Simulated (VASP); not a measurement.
# TePb (Cmcm) in VASP: a series of runs

The runs below take TePb through single point, relaxation of cell and atoms, with PBE.

Program: VASP 6.6.1. These are calculated values, not measurements. Logs are shortened: lines on timing, memory, paths and dates and some standing lists are left out, and cuts for length are marked.

## (1) The cell of the first run

The structure is orthorhombic, space group Cmcm (No. 63). The conventional cell has a = 4.732 Å, b = 12.486 Å, c = 4.700 Å, α = 90.00°, β = 90.00°, γ = 90.00°. Within 4.5 Å of Te (site symmetry m2m) lie 7 Pb at 3.40 to 3.80 Å and 6 Te at 4.23 to 4.34 Å. Within 3.6 Å of Pb (site symmetry m2m) lie 2 Pb at 2.66 Å and 6 Te at 3.40 to 3.54 Å.

## (2) Single point, PBE

Input file INCAR:

```
ALGO = Normal
EDIFF = 1E-6
ENCUT = 500
GGA = PE
GGA_COMPAT = F
ISIF = 2
ISMEAR = 0
LASPH = T
LCHARG = F
LREAL = F
LWAVE = F
NBANDS = 28
NELM = 120
PREC = Accurate
SIGMA = 0.1
```

Input file KPOINTS:

```
k-points
0
Gamma
  4 4 4
```

Input file POSCAR:

```
TePb
1.0
    2.3660622098     -6.2428871142      0.0000000000
    2.3660622098      6.2428871142      0.0000000000
    0.0000000000      0.0000000000      4.7001506059
Te Pb
2 2
Direct
    0.8540000000      0.1460000000      0.7500000000
    0.1460000000      0.8540000000      0.2500000000
    0.5500000000      0.4500000000      0.7500000000
    0.4500000000      0.5500000000      0.2500000000
```

Potentials or basis: VASP PAW PBE potentials, release 64 (Te, Pb_d).

Launch:

```console
$ cat potpaw_PBE.64/Te/POTCAR potpaw_PBE.64/Pb_d/POTCAR > POTCAR
$ mpirun -np 1 vasp_std > vasp.out
```

OUTCAR:

```text
EDIFF = 1E-6
   ENCUT = 500
   GGA = PE
   ISIF = 2
   ISMEAR = 0
   LASPH = T
   LREAL = F
   NELM = 120
   PREC = Accurate

 ion  position               nearest neighbor table
   1  0.854  0.146  0.750-   3 3.40   3 3.40   4 3.54   4 3.54   4 3.54   4 3.54   3 3.80
   2  0.146  0.854  0.250-   4 3.40   4 3.40   3 3.54   3 3.54   3 3.54   3 3.54   4 3.80
   3  0.550  0.450  0.750-   4 2.66   4 2.66   1 3.40   1 3.40   2 3.54   2 3.54   2 3.54   2 3.54
                             1 3.80
   4  0.450  0.550  0.250-   3 2.66   3 2.66   2 3.40   2 3.40   1 3.54   1 3.54   1 3.54   1 3.54
                             2 3.80

  LATTYP: Found a base centered orthorhombic cell.
 ALAT       =     4.7321244196
 B/A-ratio  =     2.6385135134
 C/A-ratio  =     0.9932432432

  Lattice vectors:

 A1 = (   2.3660622098,  -6.2428871142,   0.0000000000)
 A2 = (   2.3660622098,   6.2428871142,   0.0000000000)
 A3 = (   0.0000000000,   0.0000000000,   4.7001506059)

Analysis of symmetry for initial positions (statically):
=====================================================================
 Subroutine PRICEL returns:
 Original cell was already a primitive cell.

 Routine SETGRP: Setting up the symmetry group for a
 base centered orthorhombic supercell.

 Subroutine GETGRP returns: Found  8 space group operations
 (whereof  4 operations were pure point group operations)
 out of a pool of  8 trial point group operations.

The static configuration has the point symmetry C_2h.
 The point group associated with its full space group is D_2h.

Analysis of symmetry for dynamics (positions and initial velocities):
=====================================================================
 Subroutine PRICEL returns:
 Original cell was already a primitive cell.

 Routine SETGRP: Setting up the symmetry group for a
 base centered orthorhombic supercell.

 Subroutine GETGRP returns: Found  8 space group operations
 (whereof  4 operations were pure point group operations)
 out of a pool of  8 trial point group operations.

The dynamic configuration has the point symmetry C_2h.
 The point group associated with its full space group is D_2h.

 Subroutine INISYM returns: Found  8 space group operations
 (whereof  4 operations are pure point group operations),
 and found     1 'primitive' translations

[... 92 lines left out ...]
   ENCUT  =  500.0 eV  36.75 Ry    6.06 a.u.  12.17 12.17  8.57*2*pi/ulx,y,z
   NELM   =    120;   NELMIN=  2; NELMDL= -5     # of ELM steps
   EDIFF  = 0.1E-05   stopping-criterion for ELM
   LREAL  =      F    real-space projection
   EDIFFG = 0.1E-04   stopping-criterion for IOM
   NSW    =      0    number of steps for IOM
   IBRION =     -1    ionic relax: 0-MD 1-quasi-New 2-CG
   NFREE  =      0    steps in history (QN), initial steepest desc. (CG)
   ISIF   =      2    stress and relaxation
   ISYM   =      2    0-nonsym 1-usesym 2-fastsym
   POTIM  = 0.5000    time-step for ionic-motion
   TEBEG  =    0.0;   TEEND  =   0.0 temperature during run
   PSTRESS=    0.0 pullay stress
   NELECT =      40.0000    total number of electrons
   NUPDOWN=      -1.0000    fix difference up-down
   EMIN   =  10.00;   EMAX   =-10.00  energy-range for DOS
   EFERMI =   0.00;   METHOD = LEGACY
   ISMEAR =     0;   SIGMA  =   0.10  broadening in eV -4-tet -1-fermi 0-gaus
   EFERMI_NEDOS =   21; number of points for ismear=-14 and -15
   IALGO  =     38    algorithm
   IMIX   =      4    mixing-type and parameters
     AMIX     =   0.40;   BMIX     =  1.00
     AMIX_MAG =   1.60;   BMIX_MAG =  1.00
  volume/ion in A,a.u.               =      34.71       234.26
  Fermi-wavevector in a.u.,A,eV,Ry     =   1.081211  2.043192 15.905438  1.169017
  Thomas-Fermi vector in A             =   2.217221
   LORBIT       =      0    0 simple, 1 ext, 2 COOP (PROOUT), +10 PAW based schemes
   GGA     = PE    functional components
   LHFCALC =     F    Hartree Fock is set to
   AEXX    =    0.0000 exact exchange contribution
   IVDW    =     0    specifies the selected vdW correction
   LEPSILON=     F    determine dielectric tensor
   LRPA    =     F    only Hartree local field effects (RPA)
 non-spin polarized calculation
 Gauss-broadening in eV      SIGMA  =   0.10
  energy-cutoff  :      500.00
  volume of cell :      138.85
 maximum number of plane-waves:      3546
 NGX is ok and might be reduce to    50
   NGX = 25   NGY = 25   NGZ = 17

 number of electron      39.9999995 magnetization

 Free energy of the ion-electron system (eV)
  ---------------------------------------------------
  ext. energy  EPLUGINS =         0.00000000
  ---------------------------------------------------
  free energy    TOTEN  =       -12.07793773 eV

  energy without entropy =      -12.06706573  energy(sigma->0) =      -12.07250173

 E-fermi :   5.0389     XC(G=0):  -9.1783

 val. band max:        5.0141503035   @ k =   0.0000   0.0000   0.0000
 cond. band min:       5.0501635542   @ k =   0.2500   0.0000   0.0000
 fundamental gap:      0.0360132507
 Fermi energy:         5.0388755831

 k-point     1 :       0.0000    0.0000    0.0000
  band No.  band energies     occupation
      1     -12.7552      2.00000
      2     -12.6889      2.00000
      3     -12.4560      2.00000
      4     -12.3252      2.00000
      5     -12.0866      2.00000
      6     -11.9805      2.00000
[... 640 lines left out ...]
     27      11.4701      0.00000
     28      11.4701      0.00000

------------------------ aborting loop because EDIFF is reached ----------------------------------------

  FORCE on cell =-STRESS in cart. coord.  units (eV):
  Direction    XX          YY          ZZ          XY          YZ          ZX
  --------------------------------------------------------------------------------------
  -------------------------------------------------------------------------------------
  Total       -3.4350749      2.2734585     12.2074796      0.0000000      0.0000000      0.0000000
  in kB      -39.6363250     26.2327727    140.8585391      0.0000000      0.0000000      0.0000000
  external PRESSURE =      42.4849956 kB  Pullay stress =       0.0000000 kB

 VOLUME and BASIS-vectors are now :
 -----------------------------------------------------------------------------
  energy-cutoff  :      500.00
  volume of cell :      138.85
      direct lattice vectors                 reciprocal lattice vectors
     2.366062210 -6.242887114  0.000000000     0.211321578 -0.080091149  0.000000000
     2.366062210  6.242887114  0.000000000     0.211321578  0.080091149  0.000000000
     0.000000000  0.000000000  4.700150606     0.000000000  0.000000000  0.212759140

 POSITION                                       TOTAL-FORCE (eV/Angst)
 -----------------------------------------------------------------------------------
      2.36606     -4.41996      3.52511         0.000000     -0.056863      0.000000
      2.36606      4.41996      1.17504         0.000000      0.056863      0.000000
      2.36606     -0.62429      3.52511         0.000000     -3.456566     -0.000000
      2.36606      0.62429      1.17504         0.000000      3.456566      0.000000
 -----------------------------------------------------------------------------------
    total drift:                               -0.000000     -0.000000     -0.000000

  FREE ENERGIE OF THE ION-ELECTRON SYSTEM (eV)
  ---------------------------------------------------
  free  energy   TOTEN  =       -12.0779377287 eV

  energy  without entropy=      -12.0670657349  energy(sigma->0) =      -12.07250173
```

stdout:

```text
POSCAR found type information on POSCAR TePb
 POSCAR found :  2 types and       4 ions
 scaLAPACK will be used
 LDA part: xc-table for (Slater+PW92), standard interpolation
 POSCAR, INCAR and KPOINTS ok, starting setup
 FFT: planning ... GRIDC
 FFT: planning ... GRID_SOFT
 FFT: planning ... GRID
 WAVECAR not read
 entering main loop
```

It took 98 s on 1 thread of Intel Xeon Platinum 8488C (Sapphire Rapids), shared host; peak memory 0.31 GiB.

What came out:

```yaml
Free_energy: -12.0779 eV
Pressure: 4.2 GPa
Largest_force: 3.457 eV/Å
Band_gap_on_the_k_mesh: zero (bands 20 and 21 overlap by 0.20 eV)
```

Forces on the atoms (eV/Å):
```
Te   0.000 -0.057  0.000
Te   0.000  0.057  0.000
Pb   0.000 -3.457  0.000
Pb   0.000  3.457  0.000
```

Caveat: the cell stands under pressure; semilocal functionals underestimate gaps, so a narrow gap can read as zero; spin-orbit coupling is left out, which moves the levels of the heavy elements; forces of over 1 eV/Å act on the atoms, so gaps and moduli don't describe the material at rest.

## (3) Single point, PBE

This run uses another cell than the first one, of 35.50 Å³/atom.

Input file INCAR:

```
SYSTEM = TePb
ALGO = Normal
EDIFF = 1E-6
ENCUT = 500
GGA = PE
GGA_COMPAT = .False.
ISIF = 2
ISMEAR = 0
LASPH = .True.
LCHARG = .False.
LREAL = .False.
LWAVE = .False.
NBANDS = 28
NELM = 120
PREC = Accurate
SIGMA = 0.1
```

Input file KPOINTS:

```
k-points
0
Gamma
  4 4 4
  0 0 0
```

Input file POSCAR:

```
TePb
1.0
    2.2941420962     -6.4972293892      0.0000000000
    2.2941420962      6.4972293892      0.0000000000
    0.0000000000      0.0000000000      4.7638437780
Te Pb
2 2
Direct
    0.8698631039      0.1301368961      0.7500000000
    0.1301368961      0.8698631039      0.2500000000
    0.6368770139      0.3631229861      0.7500000000
    0.3631229861      0.6368770139      0.2500000000
```

Potentials or basis: VASP PAW PBE potentials, release 64 (Te, Pb_d).

Launch:

```console
$ cat potpaw_PBE.64/Te/POTCAR potpaw_PBE.64/Pb_d/POTCAR > POTCAR
$ mpirun -np 1 vasp_std > vasp.out
```

OUTCAR:

```text
SYSTEM = TePb
   EDIFF = 1E-6
   ENCUT = 500
   GGA = PE
   ISIF = 2
   ISMEAR = 0
   LASPH = .True.
   LREAL = .False.
   NELM = 120
   PREC = Accurate

 ion  position               nearest neighbor table
   1  0.870  0.130  0.750-   3 3.03   4 3.31   4 3.31   4 3.31   4 3.31
   2  0.130  0.870  0.250-   4 3.03   3 3.31   3 3.31   3 3.31   3 3.31
   3  0.637  0.363  0.750-   1 3.03   2 3.31   2 3.31   2 3.31   2 3.31
   4  0.363  0.637  0.250-   2 3.03   1 3.31   1 3.31   1 3.31   1 3.31

  LATTYP: Found a base centered orthorhombic cell.
 ALAT       =     4.5882841924
 B/A-ratio  =     2.8320954486
 C/A-ratio  =     1.0382625788

  Lattice vectors:

 A1 = (   2.2941420962,  -6.4972293892,   0.0000000000)
 A2 = (   2.2941420962,   6.4972293892,   0.0000000000)
 A3 = (   0.0000000000,   0.0000000000,   4.7638437780)

Analysis of symmetry for initial positions (statically):
=====================================================================
 Subroutine PRICEL returns:
 Original cell was already a primitive cell.

 Routine SETGRP: Setting up the symmetry group for a
 base centered orthorhombic supercell.

 Subroutine GETGRP returns: Found  8 space group operations
 (whereof  4 operations were pure point group operations)
 out of a pool of  8 trial point group operations.

The static configuration has the point symmetry C_2h.
 The point group associated with its full space group is D_2h.

Analysis of symmetry for dynamics (positions and initial velocities):
=====================================================================
 Subroutine PRICEL returns:
 Original cell was already a primitive cell.

 Routine SETGRP: Setting up the symmetry group for a
 base centered orthorhombic supercell.

 Subroutine GETGRP returns: Found  8 space group operations
[... 118 lines left out ...]
   EFERMI =   0.00;   METHOD = LEGACY
   ISMEAR =     0;   SIGMA  =   0.10  broadening in eV -4-tet -1-fermi 0-gaus
   EFERMI_NEDOS =   21; number of points for ismear=-14 and -15
   IALGO  =     38    algorithm
   IMIX   =      4    mixing-type and parameters
     AMIX     =   0.40;   BMIX     =  1.00
     AMIX_MAG =   1.60;   BMIX_MAG =  1.00
  volume/ion in A,a.u.               =      35.50       239.59
  Fermi-wavevector in a.u.,A,eV,Ry     =   1.073123  2.027908 15.668373  1.151593
  Thomas-Fermi vector in A             =   2.208913
   LORBIT       =      0    0 simple, 1 ext, 2 COOP (PROOUT), +10 PAW based schemes
   GGA     = PE    functional components
   LHFCALC =     F    Hartree Fock is set to
   AEXX    =    0.0000 exact exchange contribution
   IVDW    =     0    specifies the selected vdW correction
   LEPSILON=     F    determine dielectric tensor
   LRPA    =     F    only Hartree local field effects (RPA)
 non-spin polarized calculation
 Gauss-broadening in eV      SIGMA  =   0.10
  energy-cutoff  :      500.00
  volume of cell :      142.02
 maximum number of plane-waves:      3639
   NGX = 25   NGY = 25   NGZ = 17

 number of electron      40.0000007 magnetization

 Free energy of the ion-electron system (eV)
  ---------------------------------------------------
  ext. energy  EPLUGINS =         0.00000000
  ---------------------------------------------------
  free energy    TOTEN  =       -14.82923515 eV

  energy without entropy =      -14.82923515  energy(sigma->0) =      -14.82923515

 E-fermi :   5.2443     XC(G=0):  -9.0877

 val. band max:        4.8078368957   @ k =   0.0000   0.0000   0.5000
 cond. band min:       5.8956382200   @ k =   0.2500   0.2500   0.0000
 fundamental gap:      1.0878013243
 Fermi energy:         5.2442715663

 k-point     1 :       0.0000    0.0000    0.0000
  band No.  band energies     occupation
      1     -11.7148      2.00000
      2     -11.6802      2.00000
      3     -11.6801      2.00000
      4     -11.6773      2.00000
      5     -11.6698      2.00000
      6     -11.6695      2.00000
[... 640 lines left out ...]
     27      12.0173      0.00000
     28      12.0173      0.00000

------------------------ aborting loop because EDIFF is reached ----------------------------------------

  FORCE on cell =-STRESS in cart. coord.  units (eV):
  Direction    XX          YY          ZZ          XY          YZ          ZX
  --------------------------------------------------------------------------------------
  -------------------------------------------------------------------------------------
  Total       -0.0703236      0.1918647     -0.1808734      0.0000000     -0.0000000      0.0000000
  in kB       -0.7933695      2.1645599     -2.0405592      0.0000000     -0.0000000      0.0000000
  external PRESSURE =      -0.2231229 kB  Pullay stress =       0.0000000 kB

 VOLUME and BASIS-vectors are now :
 -----------------------------------------------------------------------------
  energy-cutoff  :      500.00
  volume of cell :      142.02
      direct lattice vectors                 reciprocal lattice vectors
     2.294142096 -6.497229389  0.000000000     0.217946395 -0.076955879  0.000000000
     2.294142096  6.497229389  0.000000000     0.217946395  0.076955879  0.000000000
     0.000000000  0.000000000  4.763843778     0.000000000  0.000000000  0.209914524

 POSITION                                       TOTAL-FORCE (eV/Angst)
 -----------------------------------------------------------------------------------
      2.29414     -4.80617      3.57288         0.000000     -0.009236     -0.000000
      2.29414      4.80617      1.19096         0.000000      0.009236     -0.000000
      2.29414     -1.77864      3.57288         0.000000      0.009533      0.000000
      2.29414      1.77864      1.19096         0.000000     -0.009533     -0.000000
 -----------------------------------------------------------------------------------
    total drift:                                0.000000      0.000000     -0.000000

  FREE ENERGIE OF THE ION-ELECTRON SYSTEM (eV)
  ---------------------------------------------------
  free  energy   TOTEN  =       -14.8292351471 eV

  energy  without entropy=      -14.8292351470  energy(sigma->0) =      -14.82923515
```

OSZICAR:

```text
N       E                     dE             d eps       ncg     rms          rms(c)
DAV:   1     0.381983443744E+03    0.38198E+03   -0.17536E+04  1176   0.136E+03
DAV:   2     0.220845967295E+02   -0.35990E+03   -0.34956E+03  1196   0.360E+02
DAV:   3    -0.135551254090E+02   -0.35640E+02   -0.35112E+02  1484   0.134E+02
DAV:   4    -0.150672856166E+02   -0.15122E+01   -0.15069E+01  1388   0.308E+01
DAV:   5    -0.151368245195E+02   -0.69539E-01   -0.69535E-01  1520   0.638E+00    0.471E+00
DAV:   6    -0.148326890772E+02    0.30414E+00   -0.69079E-01  1548   0.462E+00    0.307E+00
DAV:   7    -0.148277328434E+02    0.49562E-02   -0.23168E-01  1552   0.194E+00    0.126E+00
DAV:   8    -0.148288898996E+02   -0.11571E-02   -0.26902E-02  1324   0.120E+00    0.394E-01
DAV:   9    -0.148292813630E+02   -0.39146E-03   -0.36808E-03  1436   0.421E-01    0.755E-02
DAV:  10    -0.148292101913E+02    0.71172E-04   -0.71218E-04  1452   0.187E-01    0.401E-02
DAV:  11    -0.148292463741E+02   -0.36183E-04   -0.23868E-04  1396   0.911E-02    0.512E-02
DAV:  12    -0.148292362239E+02    0.10150E-04   -0.36667E-05  1400   0.344E-02    0.251E-02
DAV:  13    -0.148292346449E+02    0.15790E-05   -0.55066E-06  1128   0.923E-03    0.512E-03
DAV:  14    -0.148292351471E+02   -0.50219E-06   -0.48614E-07   700   0.619E-03
   1 F= -.14829235E+02 E0= -.14829235E+02  d E =-.146751E-10
```

It took 86 s on 1 thread of Intel Xeon Platinum 8488C (Sapphire Rapids), shared host; peak memory 0.31 GiB.

Results:

```yaml
Free_energy: -14.8292 eV
Pressure: 0.0 GPa
Largest_force: 0.010 eV/Å
Band_gap_on_the_k_mesh: 1.09 eV (least direct gap 1.24 eV)
```

Forces in eV/Å, atoms in the order of the input:
```
Te   0.000 -0.009  0.000
Te   0.000  0.009  0.000
Pb   0.000  0.010  0.000
Pb   0.000 -0.010  0.000
```

Stress tensor (GPa, compression positive):
```
-0.08  0.00  0.00
 0.00  0.22  0.00
 0.00  0.00 -0.20
```

Caveat: spin-orbit coupling is left out, which moves the levels of the heavy elements.

(Part 1 of 3 ends here.)
